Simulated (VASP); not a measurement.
## TePt3W: relaxation of cell and atoms with PBE

The system is TePt3W.

```
Te Pt W
1.0
    -4.61711    0.04845    0.54394
     0.35525    4.70619   -0.03959
     0.26012   -0.54877   -9.24577
Te Pt W
2 6 2
Direct
  0.15537 0.05724 0.96782
  0.09464 0.04920 0.45304
  0.85116 0.50366 0.32704
  0.93729 0.41374 0.66071
  0.41492 0.59890 0.51983
  0.55325 0.67430 0.02271
  0.53099 0.97851 0.29043
  0.70168 0.90682 0.76072
  0.30246 0.43602 0.21283
  0.45823 0.38160 0.78487
```

- Program: VASP 6.6.1
- Task: relaxation of cell and atoms
- Functional: PBE
- Potentials or basis: VASP PAW PBE potentials, release 64 (Te, Pt, W_sv)
- Cutoff: 600 eV
- k mesh: 4 × 4 × 2
- Occupations: gaussian, width 0.1 eV
- Spin: no spin polarisation
- Dipole correction: no
- Further INCAR settings: ALGO = Normal; EDIFF = 1e-07; IBRION = 2; EDIFFG = -0.04; NSW = 90; ISIF = 3

* Relaxed volume: 20.05 Å³/atom
* Relaxed cell: a = 4.653 Å, b = 4.724 Å, c = 9.258 Å, α = 92.78°, β = 98.54°, γ = 93.64°
* Space group after relaxing (to 0.1 Å): P1 (No. 1)
* Energy gained by relaxing: 0.4 meV/atom
* Ionic steps: 8
* Pressure after relaxing: 0.0 GPa
* Largest force after relaxing: 0.029 eV/Å
* Band gap on the k mesh: zero (bands 50 and 51 overlap by 0.13 eV)

Forces in eV/Å, atoms in the order of the input:
```
Te  -0.025  0.012 -0.009
Te   0.012  0.000  0.000
Pt   0.015  0.013 -0.004
Pt  -0.007 -0.005 -0.002
Pt   0.008 -0.007 -0.002
Pt  -0.010 -0.018  0.009
Pt   0.009  0.005  0.016
Pt   0.002 -0.005 -0.008
W    0.019  0.013 -0.002
W   -0.024 -0.009  0.002
```

Step by step:
```tsv
step	energy change (eV)	largest force (eV/Å)	pressure (GPa)	volume (Å³)
1	0.0000	0.1024	0.23	200.39
2	-0.0012	0.0707	-0.50	201.21
3	-0.0016	0.0679	-0.27	200.94
4	-0.0024	0.0731	0.16	200.41
5	-0.0025	0.0569	0.05	200.55
6	-0.0030	0.0418	0.02	200.55
7	-0.0033	0.0523	-0.01	200.55
8	-0.0036	0.0295	0.03	200.50
```

Final structure:
```yaml
crystal:
  lattice:
    - [-4.61968, 0.05260, 0.55120]
    - [0.35128, 4.71112, -0.03999]
    - [0.27624, -0.54993, -9.23779]
  atoms:
    - { symbol: Te, position: [0.15475, 0.05663, 0.96797] }
    - { symbol: Te, position: [0.09510, 0.04880, 0.45141] }
    - { symbol: Pt, position: [0.84885, 0.50381, 0.32747] }
    - { symbol: Pt, position: [0.93695, 0.41279, 0.66009] }
    - { symbol: Pt, position: [0.41543, 0.60134, 0.52050] }
    - { symbol: Pt, position: [0.55400, 0.67470, 0.02341] }
    - { symbol: Pt, position: [0.53057, 0.97750, 0.29041] }
    - { symbol: Pt, position: [0.70353, 0.90628, 0.76067] }
    - { symbol: W, position: [0.30063, 0.43639, 0.21302] }
    - { symbol: W, position: [0.46019, 0.38176, 0.78504] }
```

Levels at points of the mesh, in eV from the Fermi level:
| k point | band 48 | band 49 | band 50 | band 51 | band 52 | band 53 |
| --- | --- | --- | --- | --- | --- | --- |
| (0.00, 0.00, 0.00) | -0.93 | -0.35 | -0.17 | -0.07 | 0.64 | 0.91 |
| (0.50, 0.00, 0.00) | -0.63 | -0.38 | 0.01 | 0.16 | 0.70 | 0.89 |
| (0.00, 0.50, 0.00) | -0.70 | -0.53 | 0.06 | 0.51 | 0.65 | 0.86 |
| (0.50, 0.50, 0.00) | -0.96 | -0.79 | -0.50 | 0.00 | 1.00 | 1.21 |
| (0.00, 0.00, 0.50) | -0.98 | -0.71 | -0.20 | 0.22 | 0.48 | 0.66 |
| (0.50, 0.00, 0.50) | -0.75 | -0.58 | -0.29 | 0.16 | 0.43 | 0.99 |
| (0.00, 0.50, 0.50) | -0.50 | -0.42 | -0.13 | 0.44 | 0.76 | 0.96 |
| (0.50, 0.50, 0.50) | -0.88 | -0.46 | -0.29 | 0.14 | 0.73 | 1.10 |

It took 16 min on 1 thread of Intel(R) Xeon(R) 6975P-C (Granite Rapids) (shared host), peak memory 0.53 GiB.

Caveat: spin-orbit coupling is left out, which moves the levels of the heavy elements.
